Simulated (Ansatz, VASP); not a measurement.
# SrCl2: VASP beside Ansatz

```
Sr Cl
1.0
     0.00000    3.48550    3.48550
     3.48550    0.00000    3.48550
     3.48550    3.48550    0.00000
Sr Cl
1 2
Direct
  0.00000 0.82786 0.00000
  0.25000 0.25000 0.25000
  0.75000 0.75000 0.75000
```

Alike in both runs: task single point; functional PBE; k mesh 6 × 6 × 6; occupations gaussian, width 0.05 eV; no spin polarisation.

```csv
,VASP,Ansatz
version,VASP 6.6.1,Ansatz 0.2.0
potentials or method,"VASP PAW PBE potentials, release 64 (Sr_sv, Cl), cutoff 520 eV","scalar-relativistic, plane waves, PAW"
valence electrons in the cell,24,24
```

|  | VASP | Ansatz | Ansatz less VASP |
| --- | --- | --- | --- |
| gap on the k mesh at the Fermi level (eV) | 5.14 | 5.14 | -0.003 |
| least direct gap on the mesh (eV) | 5.40 | 5.39 | -0.005 |
| pressure (GPa) | 12.1 | 11.8 | -0.31 |
| traceless stress, the component that is largest in VASP (GPa) | 7.92 | 7.73 | -0.190 |
| rms of the force components (eV/Å) | 2.603 | 2.538 | -0.0651 |

Atom by atom the forces differ by 0.065 eV/Å (rms over components). The functional is the same, so the differences come from potentials, cutoffs and numerics.
